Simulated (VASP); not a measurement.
# MgS (I4/mmm) in VASP: a series of runs

MgS is run at these levels: PBEsol; tasks: single point.

Program: VASP 6.6.1. These are calculated values, not measurements. Logs are shortened: lines on timing, memory, paths and dates and some standing lists are left out, and cuts for length are marked.

**1. The cell of the first run**

It takes space group I4/mmm (No. 139, tetragonal). The conventional cell has a = 3.624 Å, b = 3.624 Å, c = 5.047 Å, α = 90.00°, β = 90.00°, γ = 90.00°. Within 3.3 Å of Mg (site symmetry 4/mmm) lie 6 S at 2.52 to 2.56 Å. Within 3.3 Å of S (site symmetry 4/mmm) lie 6 Mg at 2.52 to 2.56 Å.

**2. Single point, PBEsol (strain -0.015 along x and y, -0.030 along z)**

The input, INCAR:

```
ALGO = Normal
EDIFF = 1E-6
ENCUT = 520
GGA = PS
ISIF = 2
ISMEAR = 0
LASPH = T
LCHARG = T
LELF = T
LREAL = F
LVHAR = T
LWAVE = F
NBANDS = 11
NELM = 100
PREC = Accurate
SIGMA = 0.05
```

The input, KPOINTS:

```
k-points
0
Gamma
  8 8 8
```

The input, POSCAR:

```
MgS
1.0
    0.0000000000      2.5626252500      2.5236005000
    2.5626252500      0.0000000000      2.5236005000
    2.5626252500      2.5626252500      0.0000000000
Mg S
1 1
Direct
    0.0000000000      0.0000000000      0.0000000000
    0.5000000000      0.5000000000      0.5000000000
```

Potentials or basis: VASP PAW PBE potentials, release 64 (Mg, S).

Run with:

```bash
$ cat potpaw_PBE.64/Mg/POTCAR potpaw_PBE.64/S/POTCAR > POTCAR
$ mpirun -np 1 vasp_std > vasp.out
```

OUTCAR:

```text
EDIFF = 1E-6
   ENCUT = 520
   GGA = PS
   ISIF = 2
   ISMEAR = 0
   LASPH = T
   LREAL = F
   NELM = 100
   PREC = Accurate

 ion  position               nearest neighbor table
   1  0.000  0.000  0.000-   2 2.52   2 2.52   2 2.56   2 2.56   2 2.56   2 2.56
   2  0.500  0.500  0.500-   1 2.52   1 2.52   1 2.56   1 2.56   1 2.56   1 2.56

  LATTYP: Found a body centered tetragonal cell.
 ALAT       =     3.6240993838
 C/A-ratio  =     1.3926773152

  Lattice vectors:

 A1 = (   0.0000000000,  -2.5626252500,  -2.5236005000)
 A2 = (   0.0000000000,   2.5626252500,  -2.5236005000)
 A3 = (   2.5626252500,   0.0000000000,   2.5236005000)

Analysis of symmetry for initial positions (statically):
=====================================================================
 Subroutine PRICEL returns:
 Original cell was already a primitive cell.

 Routine SETGRP: Setting up the symmetry group for a
 body centered tetragonal supercell.

 Subroutine GETGRP returns: Found 16 space group operations
 (whereof 16 operations were pure point group operations)
 out of a pool of 16 trial point group operations.

The static configuration has the point symmetry D_4h.

Analysis of symmetry for dynamics (positions and initial velocities):
=====================================================================
 Subroutine PRICEL returns:
 Original cell was already a primitive cell.

 Routine SETGRP: Setting up the symmetry group for a
 body centered tetragonal supercell.

 Subroutine GETGRP returns: Found 16 space group operations
 (whereof 16 operations were pure point group operations)
 out of a pool of 16 trial point group operations.

The dynamic configuration has the point symmetry D_4h.

 Subroutine INISYM returns: Found 16 space group operations
 (whereof 16 operations are pure point group operations),
 and found     1 'primitive' translations

----------------------------------------------------------------------------------------

                                     Primitive cell

  volume of cell :      33.1452

  direct lattice vectors                    reciprocal lattice vectors
     0.000000000  2.562625250  2.523600500    -0.195112415  0.195112415  0.198129617
     2.562625250  0.000000000  2.523600500     0.195112415 -0.195112415  0.198129617
     2.562625250  2.562625250  0.000000000     0.195112415  0.195112415 -0.198129617

  length of vectors
     3.596610579  3.596610579  3.624099384     0.339695531  0.339695531  0.339695531

  position of ions in fractional coordinates (direct lattice)
     0.000000000  0.000000000  0.000000000
     0.500000000  0.500000000  0.500000000

  ion indices of the primitive-cell ions
   primitive index   ion index
                 1           1
                 2           2

----------------------------------------------------------------------------------------

 KPOINTS: k-points

Automatic generation of k-mesh.
 Grid dimensions read from file:
 generate k-points for:    8    8    8

 Generating k-lattice:

  Cartesian coordinates                     Fractional coordinates (reciprocal lattice)
    -0.024389052  0.024389052  0.024766202     0.125000000  0.000000000  0.000000000
     0.024389052 -0.024389052  0.024766202     0.000000000  0.125000000  0.000000000
     0.024389052  0.024389052 -0.024766202     0.000000000  0.000000000  0.125000000

  Length of vectors
     0.042461941  0.042461941  0.042461941

  Shift w.r.t. Gamma in fractional coordinates (k-lattice)
     0.000000000  0.000000000  0.000000000

 Subroutine IBZKPT returns following result:
 ===========================================

 Found     59 irreducible k-points:

 Following reciprocal coordinates:
            Coordinates               Weight
  0.000000  0.000000  0.000000      1.000000
  0.125000  0.000000  0.000000      8.000000
  0.250000  0.000000  0.000000      8.000000
  0.375000  0.000000  0.000000      8.000000
  0.500000  0.000000  0.000000      4.000000
  0.125000  0.125000  0.000000      2.000000
[... 16 lines left out ...]
  0.250000  0.000000  0.125000     16.000000
  0.375000  0.000000  0.125000     16.000000
 [... further k-points ...]
   k-points           NKPTS =     59   k-points in BZ     NKDIM =     59   number of bands    NBANDS=     11
   number of dos      NEDOS =    301   number of ions     NIONS =      2
   total plane-waves  NPLWV =  21952
   dimension x,y,z NGX =    28 NGY =   28 NGZ =   28
   dimension x,y,z NGXF=    56 NGYF=   56 NGZF=   56
   ions per type =               1   1
   NGX,Y,Z   is equivalent  to a cutoff of  12.94, 12.94, 12.84 a.u.
   NGXF,Y,Z  is equivalent  to a cutoff of  25.88, 25.88, 25.69 a.u.
 SYSTEM =  unknown system
   PREC   = accura    normal or accurate (medium, high low for compatibility)
   ISTART =      0    job   : 0-new  1-cont  2-samecut
   ICHARG =      2    charge: 1-file 2-atom 10-const
   ISPIN  =      1    spin polarized calculation?
   LNONCOLLINEAR =      F non collinear calculations
   LSORBIT =      F    spin-orbit coupling
   LASPH  =      T    aspherical Exc in radial PAW
   ENCUT  =  520.0 eV  38.22 Ry    6.18 a.u.   6.69  6.69  6.74*2*pi/ulx,y,z
   NELM   =    100;   NELMIN=  2; NELMDL= -5     # of ELM steps
   EDIFF  = 0.1E-05   stopping-criterion for ELM
   LREAL  =      F    real-space projection
   EDIFFG = 0.1E-04   stopping-criterion for IOM
   NSW    =      0    number of steps for IOM
   IBRION =     -1    ionic relax: 0-MD 1-quasi-New 2-CG
   NFREE  =      0    steps in history (QN), initial steepest desc. (CG)
   ISIF   =      2    stress and relaxation
   ISYM   =      2    0-nonsym 1-usesym 2-fastsym
   POTIM  = 0.5000    time-step for ionic-motion
   TEBEG  =    0.0;   TEEND  =   0.0 temperature during run
   PSTRESS=    0.0 pullay stress
   NELECT =       8.0000    total number of electrons
   NUPDOWN=      -1.0000    fix difference up-down
   EMIN   =  10.00;   EMAX   =-10.00  energy-range for DOS
   EFERMI =   0.00;   METHOD = LEGACY
   ISMEAR =     0;   SIGMA  =   0.05  broadening in eV -4-tet -1-fermi 0-gaus
   EFERMI_NEDOS =   21; number of points for ismear=-14 and -15
   IALGO  =     38    algorithm
   IMIX   =      4    mixing-type and parameters
     AMIX     =   0.40;   BMIX     =  1.00
     AMIX_MAG =   1.60;   BMIX_MAG =  1.00
  volume/ion in A,a.u.               =      16.57       111.84
  Fermi-wavevector in a.u.,A,eV,Ry     =   1.019290  1.926179 14.135810  1.038953
  Thomas-Fermi vector in A             =   2.152796
   LORBIT       =      0    0 simple, 1 ext, 2 COOP (PROOUT), +10 PAW based schemes
   GGA     = PS    functional components
   LHFCALC =     F    Hartree Fock is set to
   AEXX    =    0.0000 exact exchange contribution
   IVDW    =     0    specifies the selected vdW correction
   LEPSILON=     F    determine dielectric tensor
   LRPA    =     F    only Hartree local field effects (RPA)
 non-spin polarized calculation
 Gauss-broadening in eV      SIGMA  =   0.05
  energy-cutoff  :      520.00
  volume of cell :       33.15
 maximum number of plane-waves:       910
   NGX = 13   NGY = 13   NGZ = 13

 number of electron       7.9999999 magnetization

 Free energy of the ion-electron system (eV)
  ---------------------------------------------------
  ext. energy  EPLUGINS =         0.00000000
  ---------------------------------------------------
  free energy    TOTEN  =        -9.05370318 eV

  energy without entropy =       -9.05370318  energy(sigma->0) =       -9.05370318

 E-fermi :   4.5548     XC(G=0): -10.0898

 val. band max:        4.2584625429   @ k =   0.0000   0.0000   0.0000
 cond. band min:       7.0074635381   @ k =   0.5000   0.5000   0.0000
 fundamental gap:      2.7490009952
 Fermi energy:         4.5548415628

 k-point     1 :       0.0000    0.0000    0.0000
  band No.  band energies     occupation
      1      -8.8113      2.00000
      2       4.1900      2.00000
      3       4.2585      2.00000
      4       4.2585      2.00000
      5       8.3211      0.00000
      6      11.9908      0.00000
      7      11.9908      0.00000
      8      12.1559      0.00000
      9      14.4975      0.00000
     10      14.7204      0.00000
     11      16.6729      0.00000

 k-point     2 :       0.1250    0.0000    0.0000
  band No.  band energies     occupation
      1      -8.6435      2.00000
      2       3.1238      2.00000
      3       4.1058      2.00000
      4       4.1324      2.00000
      5       9.0956      0.00000
      6      11.7738      0.00000
      7      12.2644      0.00000
      8      12.3908      0.00000
      9      13.9161      0.00000
     10      14.0838      0.00000
     11      17.2298      0.00000

 k-point     3 :       0.2500    0.0000    0.0000
  band No.  band energies     occupation
      1      -8.1851      2.00000
      2       1.2304      2.00000
      3       3.8616      2.00000
      4       3.8705      2.00000
      5       9.2751      0.00000
      6      11.9387      0.00000
      7      12.1314      0.00000
      8      12.8085      0.00000
      9      14.5526      0.00000
     10      14.5705      0.00000
     11      16.4183      0.00000

 k-point     4 :       0.3750    0.0000    0.0000
  band No.  band energies     occupation
      1      -7.6137      2.00000
      2      -0.3490      2.00000
      3       3.6266      2.00000
      4       3.6651      2.00000
      5       8.8809      0.00000
      6      11.2862      0.00000
      7      11.4738      0.00000
      8      14.6023      0.00000
      9      15.9513      0.00000
     10      16.5845      0.00000
     11      16.6386      0.00000
[... 239 lines left out ...]
 k-point    22 :       0.1250    0.0000    0.1250
  band No.  band energies     occupation
      1      -8.5911      2.00000
      2       3.2010      2.00000
      3       3.8241      2.00000
      4       3.9109      2.00000
      5       9.4811      0.00000
      6      10.9973      0.00000
      7      12.7586      0.00000
      8      12.7732      0.00000
      9      12.8675      0.00000
     10      14.9335      0.00000
     11      18.2355      0.00000

 k-point    23 :       0.2500    0.0000    0.1250
  band No.  band energies     occupation
      1      -8.2329      2.00000
      2       1.7819      2.00000
      3       3.5445      2.00000
      4       3.6162      2.00000
      5       9.9231      0.00000
      6      11.0076      0.00000
      7      11.6471      0.00000
      8      13.0920      0.00000
      9      14.1439      0.00000
     10      15.3549      0.00000
     11      17.9183      0.00000

 k-point    24 :       0.3750    0.0000    0.1250
  band No.  band energies     occupation
      1      -7.6918      2.00000
      2       0.2090      2.00000
      3       3.1921      2.00000
      4       3.3608      2.00000
      5       9.5358      0.00000
      6      10.8570      0.00000
      7      12.3790      0.00000
      8      12.7183      0.00000
      9      16.0036      0.00000
     10      17.1807      0.00000
     11      17.3875      0.00000

 [... further k-points ...]
[... 5 lines left out ...]
  --------------------------------------------------------------------------------------
  -------------------------------------------------------------------------------------
  Total        0.6784910      0.6784910      1.1430539      0.0000000      0.0000000     -0.0000000
  in kB       32.7969820     32.7969820     55.2530789      0.0000000      0.0000000     -0.0000000
  external PRESSURE =      40.2823476 kB  Pullay stress =       0.0000000 kB

 VOLUME and BASIS-vectors are now :
 -----------------------------------------------------------------------------
  energy-cutoff  :      520.00
  volume of cell :       33.15
      direct lattice vectors                 reciprocal lattice vectors
     0.000000000  2.562625250  2.523600500    -0.195112415  0.195112415  0.198129617
     2.562625250  0.000000000  2.523600500     0.195112415 -0.195112415  0.198129617
     2.562625250  2.562625250  0.000000000     0.195112415  0.195112415 -0.198129617

 POSITION                                       TOTAL-FORCE (eV/Angst)
 -----------------------------------------------------------------------------------
      0.00000      0.00000      0.00000         0.000000     -0.000000      0.000000
      2.56263      2.56263      2.52360        -0.000000      0.000000      0.000000
 -----------------------------------------------------------------------------------
    total drift:                                0.000000      0.000000      0.000000

  FREE ENERGIE OF THE ION-ELECTRON SYSTEM (eV)
  ---------------------------------------------------
  free  energy   TOTEN  =        -9.0537031751 eV

  energy  without entropy=       -9.0537031751  energy(sigma->0) =       -9.05370318
```

Run time: 19 s. Hardware: 1 thread of Intel Xeon 6975P-C, shared host; peak memory 0.17 GiB.

What came out:

```
Free energy            : -9.0537 eV
Pressure               : 4.0 GPa
Band gap on the k mesh : 2.75 eV, indirect (least direct gap 4.06 eV)
```

Caveat: the cell differs from its parent crystal (strain -0.015 along x and y, -0.030 along z); the PAW data sets were made with another functional, which shifts forces and pressure a little. A k mesh can miss the band edges.

(Part 1 of 3 ends here.)
